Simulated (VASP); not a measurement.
# MgO (P6_3/mmc) in VASP: further runs

MgO is run at these levels: PBEsol; tasks: single point.

Program: VASP 6.6.1. These are calculated values, not measurements. Logs are shortened: lines on timing, memory, paths and dates and some standing lists are left out, and cuts for length are marked.

### 1 The cell of the first run

It takes space group P6_3/mmc (No. 194, hexagonal). The conventional cell has a = 3.611 Å, b = 3.611 Å, c = 3.985 Å, α = 90.00°, β = 90.00°, γ = 120.00°. Mg (site symmetry -6m2) has 5 O at 1.99 to 2.08 Å within 2.6 Å. Within 2.6 Å of O (site symmetry -6m2) lie 5 Mg at 1.99 to 2.08 Å.

### 2 Single point, PBEsol

The input, INCAR:

```
PREC = Accurate
ENCUT = 520
EDIFF = 1E-6
ISMEAR = 0
SIGMA = 0.05
LREAL = False
LASPH = True
NELM = 60
ALGO = Normal
ISIF = 2
LWAVE = False
LCHARG = True
GGA = PS
LELF = True
LVHAR = True
NBANDS = 16
```

The input, KPOINTS:

```
Automatic mesh
0
Gamma
  9 9 6
```

The input, POSCAR:

```
MgO
1.0
    3.6113000000      0.0000000000      0.0000000000
   -1.8056500000      3.1274775407      0.0000000000
    0.0000000000      0.0000000000      3.9850000000
Mg O
2 2
Direct
    0.6666666667      0.3333333333      0.7500000000
    0.3333333333      0.6666666667      0.2500000000
    0.6666666667      0.3333333333      0.2500000000
    0.3333333333      0.6666666667      0.7500000000
```

Potentials or basis: VASP PAW PBE potentials, release 64 (Mg, O).

On the command line:

```
cat potpaw_PBE.64/Mg/POTCAR potpaw_PBE.64/O/POTCAR > POTCAR
mpirun -np 1 vasp_std > vasp.out
```

OUTCAR:

```text
PREC = Accurate
   ENCUT = 520
   EDIFF = 1E-6
   ISMEAR = 0
   LREAL = False
   LASPH = True
   NELM = 60
   ISIF = 2
   GGA = PS

 ion  position               nearest neighbor table
   1  0.667  0.333  0.750-   3 1.99   3 1.99   4 2.08   4 2.08   4 2.08   2 2.88   2 2.88   2 2.88
                             2 2.88   2 2.88   2 2.88
   2  0.333  0.667  0.250-   4 1.99   4 1.99   3 2.08   3 2.08   3 2.08   1 2.88   1 2.88   1 2.88
                             1 2.88   1 2.88   1 2.88
   3  0.667  0.333  0.250-   1 1.99   1 1.99   2 2.08   2 2.08   2 2.08
   4  0.333  0.667  0.750-   2 1.99   2 1.99   1 2.08   1 2.08   1 2.08

  LATTYP: Found a hexagonal cell.
 ALAT       =     3.6113000000
 C/A-ratio  =     1.1034807410

  Lattice vectors:

 A1 = (   3.6113000000,   0.0000000000,   0.0000000000)
 A2 = (  -1.8056500000,   3.1274775407,   0.0000000000)
 A3 = (   0.0000000000,   0.0000000000,   3.9850000000)

Analysis of symmetry for initial positions (statically):
=====================================================================
 Subroutine PRICEL returns:
 Original cell was already a primitive cell.

 Routine SETGRP: Setting up the symmetry group for a
 hexagonal supercell.

 Subroutine GETGRP returns: Found 24 space group operations
 (whereof 12 operations were pure point group operations)
 out of a pool of 24 trial point group operations.

The static configuration has the point symmetry D_3d.
 The point group associated with its full space group is D_6h.

Analysis of symmetry for dynamics (positions and initial velocities):
=====================================================================
 Subroutine PRICEL returns:
 Original cell was already a primitive cell.

 Routine SETGRP: Setting up the symmetry group for a
 hexagonal supercell.

 Subroutine GETGRP returns: Found 24 space group operations
 (whereof 12 operations were pure point group operations)
 out of a pool of 24 trial point group operations.

The dynamic configuration has the point symmetry D_3d.
 The point group associated with its full space group is D_6h.

 Subroutine INISYM returns: Found 24 space group operations
 (whereof 12 operations are pure point group operations),
 and found     1 'primitive' translations

----------------------------------------------------------------------------------------

                                     Primitive cell

[... 95 lines left out ...]
   LREAL  =      F    real-space projection
   EDIFFG = 0.1E-04   stopping-criterion for IOM
   NSW    =      0    number of steps for IOM
   IBRION =     -1    ionic relax: 0-MD 1-quasi-New 2-CG
   NFREE  =      0    steps in history (QN), initial steepest desc. (CG)
   ISIF   =      2    stress and relaxation
   ISYM   =      2    0-nonsym 1-usesym 2-fastsym
   POTIM  = 0.5000    time-step for ionic-motion
   TEBEG  =    0.0;   TEEND  =   0.0 temperature during run
   PSTRESS=    0.0 pullay stress
   NELECT =      16.0000    total number of electrons
   NUPDOWN=      -1.0000    fix difference up-down
   EMIN   =  10.00;   EMAX   =-10.00  energy-range for DOS
   EFERMI =   0.00;   METHOD = LEGACY
   ISMEAR =     0;   SIGMA  =   0.05  broadening in eV -4-tet -1-fermi 0-gaus
   EFERMI_NEDOS =   21; number of points for ismear=-14 and -15
   IALGO  =     38    algorithm
   IMIX   =      4    mixing-type and parameters
     AMIX     =   0.40;   BMIX     =  1.00
     AMIX_MAG =   1.60;   BMIX_MAG =  1.00
  volume/ion in A,a.u.               =      11.25        75.93
  Fermi-wavevector in a.u.,A,eV,Ry     =   1.159719  2.191551 18.299132  1.344948
  Thomas-Fermi vector in A             =   2.296309
   LORBIT       =      0    0 simple, 1 ext, 2 COOP (PROOUT), +10 PAW based schemes
   GGA     = PS    functional components
   LHFCALC =     F    Hartree Fock is set to
   AEXX    =    0.0000 exact exchange contribution
   IVDW    =     0    specifies the selected vdW correction
   LEPSILON=     F    determine dielectric tensor
   LRPA    =     F    only Hartree local field effects (RPA)
 non-spin polarized calculation
 Gauss-broadening in eV      SIGMA  =   0.05
  energy-cutoff  :      520.00
  volume of cell :       45.01
 maximum number of plane-waves:      1230
 NGX is ok and might be reduce to    28
   NGX = 13   NGY = 13   NGZ = 15

 number of electron      15.9999998 magnetization

 Free energy of the ion-electron system (eV)
  ---------------------------------------------------
  ext. energy  EPLUGINS =         0.00000000
  ---------------------------------------------------
  free energy    TOTEN  =       -24.63647205 eV

  energy without entropy =      -24.63647205  energy(sigma->0) =      -24.63647205

 E-fermi :   1.8662     XC(G=0): -10.1761

 val. band max:        1.5620886209   @ k =   0.0000   0.0000   0.0000
 cond. band min:       4.8712380660   @ k =   0.0000   0.0000   0.0000
 fundamental gap:      3.3091494451
 Fermi energy:         1.8661531340

 k-point     1 :       0.0000    0.0000    0.0000
  band No.  band energies     occupation
      1     -15.1012      2.00000
      2     -13.6154      2.00000
      3      -1.7271      2.00000
      4      -0.1515      2.00000
      5      -0.1515      2.00000
      6       1.0029      2.00000
[... 433 lines left out ...]
      3      -1.8154      2.00000
      4      -1.0971      2.00000
      5      -1.0971      2.00000
      6       0.5905      2.00000
[... 8 lines left out ...]
     15      16.1513      0.00000
     16      17.8753      0.00000

 [... further k-points ...]

------------------------ aborting loop because EDIFF is reached ----------------------------------------

  FORCE on cell =-STRESS in cart. coord.  units (eV):
  Direction    XX          YY          ZZ          XY          YZ          ZX
  --------------------------------------------------------------------------------------
  -------------------------------------------------------------------------------------
  Total       -1.4580656     -1.4580656      3.1047776      0.0000000      0.0000000      0.0000000
  in kB      -51.9040853    -51.9040853    110.5235912      0.0000000      0.0000000      0.0000000
  external PRESSURE =       2.2384735 kB  Pullay stress =       0.0000000 kB

 VOLUME and BASIS-vectors are now :
 -----------------------------------------------------------------------------
  energy-cutoff  :      520.00
  volume of cell :       45.01
      direct lattice vectors                 reciprocal lattice vectors
     3.611300000  0.000000000  0.000000000     0.276908592  0.159873250  0.000000000
    -1.805650000  3.127477541  0.000000000     0.000000000  0.319746501  0.000000000
     0.000000000  0.000000000  3.985000000     0.000000000  0.000000000  0.250941029

 POSITION                                       TOTAL-FORCE (eV/Angst)
 -----------------------------------------------------------------------------------
      1.80565      1.04249      2.98875         0.000000      0.000000      0.000000
     -0.00000      2.08499      0.99625        -0.000000      0.000000      0.000000
      1.80565      1.04249      0.99625        -0.000000      0.000000      0.000000
     -0.00000      2.08499      2.98875         0.000000     -0.000000      0.000000
 -----------------------------------------------------------------------------------
    total drift:                               -0.000000     -0.000000     -0.000000

  FREE ENERGIE OF THE ION-ELECTRON SYSTEM (eV)
  ---------------------------------------------------
  free  energy   TOTEN  =       -24.6364720455 eV

  energy  without entropy=      -24.6364720455  energy(sigma->0) =      -24.63647205
```

stdout:

```text
POSCAR found type information on POSCAR MgO
 POSCAR found :  2 types and       4 ions
 scaLAPACK will be used
 -----------------------------------------------------------------------------
|                                                                             |
|                                                                             |
|     You enforced a specific xc type in the INCAR file but a different       |
|     I HOPE YOU KNOW WHAT YOU ARE DOING!                                     |
|                                                                             |
 -----------------------------------------------------------------------------

 LDA part: xc-table for (Slater+PW92), standard interpolation
 POSCAR, INCAR and KPOINTS ok, starting setup
 FFT: planning ... GRIDC
 FFT: planning ... GRID_SOFT
 FFT: planning ... GRID
 WAVECAR not read
 entering main loop
```

Wall time 28 s (1 thread of Intel Xeon Platinum 8488C (Sapphire Rapids), shared host); peak memory 0.17 GiB.

Results:

```
Free energy            : -24.6365 eV
Pressure               : 0.2 GPa
Band gap on the k mesh : 3.31 eV, direct
```

Caveat: the PAW data sets were made with another functional, which shifts forces and pressure a little. Expect the measured gap to be larger: semilocal functionals such as PBEsol lack the derivative discontinuity.

### 3 Single point, PBEsol

This run uses another cell than the first one, of 11.45 Å³/atom, 1.018 times its volume.

The input, INCAR:

```
PREC = Accurate
ENCUT = 520
EDIFF = 1E-6
ISMEAR = 0
SIGMA = 0.05
LREAL = F
LASPH = T
NELM = 80
ALGO = Normal
ISIF = 2
LWAVE = F
LCHARG = T
GGA = PS
LELF = T
LVHAR = T
NBANDS = 16
```

The input, KPOINTS:

```
regular mesh
0
Gamma
  9 9 6
```

Edit POSCAR of step 2 so:

```diff
@@ -4,3 +4,3 @@
    -1.8056500000      3.1274775407      0.0000000000
-    0.0000000000      0.0000000000      3.9850000000
+    0.0000000000      0.0000000000      4.0549000000
 Mg O
```

Potentials or basis: VASP PAW PBE potentials, release 64 (Mg, O).

On the command line:

```
cat potpaw_PBE.64/Mg/POTCAR potpaw_PBE.64/O/POTCAR > POTCAR
mpirun -np 1 vasp_std > vasp.out
```

It took 33 s on 1 thread of Intel Xeon Platinum 8488C (Sapphire Rapids), shared host; peak memory 0.17 GiB.

The run converged. Its results:

| Item | Value |
| --- | --- |
| Free energy | -24.6751 eV |
| Pressure | -2.8 GPa |
| Band gap on the k mesh | 3.21 eV, direct |

Stress tensor (GPa, compression positive):
```
-6.45  0.00  0.00
 0.00 -6.45  0.00
 0.00  0.00  4.51
```

Levels at points of the mesh, in eV from the valence-band top:
| k point | band 4 | band 5 | band 6 | band 7 | band 8 | band 9 | band 10 | band 11 | band 12 | band 13 |
| --- | --- | --- | --- | --- | --- | --- | --- | --- | --- | --- |
| (0.00, 0.00, 0.00) | -1.67 | -1.67 | -0.58 | -0.58 | 0.00 | 3.21 | 9.45 | 11.86 | 11.86 | 12.49 |
| (0.00, 0.00, 0.50) | -2.34 | -1.15 | -1.15 | -1.15 | -1.15 | 6.30 | 6.30 | 12.21 | 12.21 | 12.21 |

Caveat: the PAW data sets were made with another functional, which shifts forces and pressure a little.

### 4 Single point, PBEsol

This run uses another cell than the first one, of 11.66 Å³/atom, 1.036 times its volume.

The input, INCAR:

```
SYSTEM = MgO
PREC     = Accurate       ! precision mode
ENCUT    = 520            ! plane-wave cutoff, eV
EDIFF    = 1E-6           ! SCF threshold, eV
ISMEAR   = 0              ! smearing method
SIGMA    = 0.05           ! smearing width, eV
LREAL    = .False.        ! projectors in reciprocal space
LASPH    = .True.         ! aspherical terms in the spheres
NELM     = 60             ! most SCF steps
ALGO     = Normal         ! electronic algorithm
ISIF     = 2              ! what is computed and relaxed
LWAVE    = .False.        ! write WAVECAR
LCHARG   = .True.         ! write CHGCAR
GGA      = PS             ! functional
LELF     = .True.         ! ELF
LVHAR    = .True.       
NBANDS   = 16             ! bands
```

The input, KPOINTS:

```
regular mesh
0
Gamma
  9 9 6
  0 0 0
```

The input, POSCAR:

```
MgO
1.0
    3.5530000000      0.0000000000      0.0000000000
   -1.7765000000      3.0769882596      0.0000000000
    0.0000000000      0.0000000000      4.2646000000
Mg O
2 2
Direct
    0.6666666667      0.3333333333      0.7500000000
    0.3333333333      0.6666666667      0.2500000000
    0.6666666667      0.3333333333      0.2500000000
    0.3333333333      0.6666666667      0.7500000000
```

Potentials or basis: VASP PAW PBE potentials, release 64 (Mg, O).

On the command line:

```
cat potpaw_PBE.64/Mg/POTCAR potpaw_PBE.64/O/POTCAR > POTCAR
mpirun -np 1 vasp_std > vasp.out
```

OUTCAR:

```text
SYSTEM = MgO
   PREC = Accurate
   ENCUT = 520
   EDIFF = 1E-6
   ISMEAR = 0
   LREAL = .False.
   LASPH = .True.
   NELM = 60
   ISIF = 2
   GGA = PS

 ion  position               nearest neighbor table
   1  0.667  0.333  0.750-   4 2.05   4 2.05   4 2.05   3 2.13   3 2.13   2 2.96   2 2.96   2 2.96
                             2 2.96   2 2.96   2 2.96
   2  0.333  0.667  0.250-   3 2.05   3 2.05   3 2.05   4 2.13   4 2.13   1 2.96   1 2.96   1 2.96
                             1 2.96   1 2.96   1 2.96
   3  0.667  0.333  0.250-   2 2.05   2 2.05   2 2.05   1 2.13   1 2.13
   4  0.333  0.667  0.750-   1 2.05   1 2.05   1 2.05   2 2.13   2 2.13

[... 661 lines left out ...]
  -------------------------------------------------------------------------------------
  Total       -1.7915818     -1.7915818     -1.9258498      0.0000000     -0.0000000     -0.0000000
  in kB      -61.5669843    -61.5669843    -66.1810499      0.0000000     -0.0000000     -0.0000000
  external PRESSURE =     -63.1050062 kB  Pullay stress =       0.0000000 kB

 VOLUME and BASIS-vectors are now :
 -----------------------------------------------------------------------------
  energy-cutoff  :      520.00
  volume of cell :       46.62
      direct lattice vectors                 reciprocal lattice vectors
     3.553000000  0.000000000  0.000000000     0.281452294  0.162496558  0.000000000
    -1.776500000  3.076988260  0.000000000     0.000000000  0.324993115  0.000000000
     0.000000000  0.000000000  4.264600000     0.000000000  0.000000000  0.234488580

 POSITION                                       TOTAL-FORCE (eV/Angst)
 -----------------------------------------------------------------------------------
      1.77650      1.02566      3.19845        -0.000000      0.000000      0.000000
     -0.00000      2.05133      1.06615         0.000000      0.000000      0.000000
      1.77650      1.02566      1.06615         0.000000     -0.000000      0.000000
     -0.00000      2.05133      3.19845        -0.000000     -0.000000      0.000000
 -----------------------------------------------------------------------------------
    total drift:                                0.000000     -0.000000      0.000000

  FREE ENERGIE OF THE ION-ELECTRON SYSTEM (eV)
  ---------------------------------------------------
  free  energy   TOTEN  =       -24.7122232351 eV

  energy  without entropy=      -24.7122232351  energy(sigma->0) =      -24.71222324
```

OSZICAR:

```text
N       E                     dE             d eps       ncg     rms          rms(c)
DAV:   1     0.586812440484E+02    0.58681E+02   -0.76436E+03  1552   0.896E+02
DAV:   2    -0.243903136177E+02   -0.83072E+02   -0.74885E+02  2168   0.189E+02
DAV:   3    -0.282603493926E+02   -0.38700E+01   -0.38588E+01  1760   0.428E+01
DAV:   4    -0.282765296363E+02   -0.16180E-01   -0.16180E-01  1864   0.323E+00
DAV:   5    -0.282766117801E+02   -0.82144E-04   -0.82144E-04  1736   0.223E-01    0.103E+01
DAV:   6    -0.248327842132E+02    0.34438E+01   -0.92198E+00  1632   0.231E+01    0.366E+00
DAV:   7    -0.247521082414E+02    0.80676E-01   -0.15857E-01  1560   0.325E+00    0.208E+00
DAV:   8    -0.247145705556E+02    0.37538E-01   -0.10304E-01  1656   0.331E+00    0.531E-01
DAV:   9    -0.247116950761E+02    0.28755E-02   -0.78246E-03  1824   0.775E-01    0.111E-01
DAV:  10    -0.247122174191E+02   -0.52234E-03   -0.39086E-04  1568   0.166E-01    0.207E-02
DAV:  11    -0.247122255549E+02   -0.81357E-05   -0.17110E-05  1784   0.306E-02    0.184E-02
DAV:  12    -0.247122240131E+02    0.15418E-05   -0.33868E-06  1592   0.149E-02    0.746E-03
DAV:  13    -0.247122232351E+02    0.77794E-06   -0.20002E-06  1384   0.114E-02
   1 F= -.24712223E+02 E0= -.24712223E+02  d E =-.688684E-20
```

Run time: 34 s. Hardware: 1 thread of Intel Xeon Platinum 8488C (Sapphire Rapids), shared host; peak memory 0.17 GiB.

Results:

```yaml
Free_energy: -24.7122 eV
Pressure: -6.3 GPa
Band_gap_on_the_k_mesh: 3.02 eV, direct
```

Caveat: the PAW data sets were made with another functional, which shifts forces and pressure a little.

### 5 Single point, PBEsol

This run uses another cell than the first one, of 11.62 Å³/atom, 1.032 times its volume.

The input, INCAR:

```
SYSTEM = MgO
PREC = Accurate ; ENCUT = 520
EDIFF = 1E-6 ; ISMEAR = 0
SIGMA = 0.05 ; LREAL = .False.
LASPH = .True. ; NELM = 100
ALGO = Normal ; ISIF = 2
LWAVE = .False. ; LCHARG = .False.
GGA = PS ; NBANDS = 16
```

KPOINTS is that of step 4.

The input, POSCAR:

```
MgO
1.0
    3.6695000000      0.0000000000      0.0000000000
   -1.8347500000      3.1778802192      0.0000000000
    0.0000000000      0.0000000000      3.9850000000
Mg O
2 2
Direct
    0.6666666667      0.3333333333      0.7500000000
    0.3333333333      0.6666666667      0.2500000000
    0.6666666667      0.3333333333      0.2500000000
    0.3333333333      0.6666666667      0.7500000000
```

On the command line:

```
cat potpaw_PBE.64/Mg/POTCAR potpaw_PBE.64/O/POTCAR > POTCAR
mpirun -np 1 vasp_std > vasp.out
```

Wall time 33 s (1 thread of Intel Xeon Platinum 8488C (Sapphire Rapids), shared host); peak memory 0.17 GiB.

Results (log left out):

```yaml
Free_energy: -24.5756 eV
Pressure: -2.8 GPa
Band_gap_on_the_k_mesh: 3.20 eV, direct
```

Stress tensor (GPa, compression positive):
```
-8.37  0.00  0.00
 0.00 -8.37  0.00
 0.00  0.00  8.24
```

Levels at points of the mesh, in eV from the valence-band top:
| k point | band 6 | band 7 | band 8 | band 9 | band 10 | band 11 |
| --- | --- | --- | --- | --- | --- | --- |
| (0.00, 0.00, 0.00) | -0.47 | -0.47 | 0.00 | 3.20 | 9.58 | 11.66 |
| (0.00, 0.00, 0.50) | -1.07 | -1.07 | -1.07 | 6.32 | 6.32 | 12.01 |

Caveat: the PAW data sets were made with another functional, which shifts forces and pressure a little.

### 6 The runs side by side

| cell | gap on the mesh (eV) | pressure (GPa) |
| --- | --- | --- |
| a = 3.611, b = 3.611, c = 3.985 Å, angles 90.0, 90.0, 120.0°, 4 atoms | 3.31 | 0.2 |
| a = 3.611, b = 3.611, c = 4.055 Å, angles 90.0, 90.0, 120.0°, 4 atoms | 3.21 | -2.8 |
| a = 3.553, b = 3.553, c = 4.265 Å, angles 90.0, 90.0, 120.0°, 4 atoms | 3.02 | -6.3 |
| a = 3.670, b = 3.670, c = 3.985 Å, angles 90.0, 90.0, 120.0°, 4 atoms | 3.20 | -2.8 |

Alike in all rows: task single point; level PBEsol; potentials or basis VASP PAW PBE potentials, release 64 (Mg, O); no spin polarisation; k mesh 9 × 9 × 6; cutoff (eV) 520; smearing gaussian 0.05 eV.

Caveats: the PAW data sets were made with another functional, which shifts forces and pressure a little.

Total energies depend on the potentials used, so only differences within one code and one set of settings carry meaning.
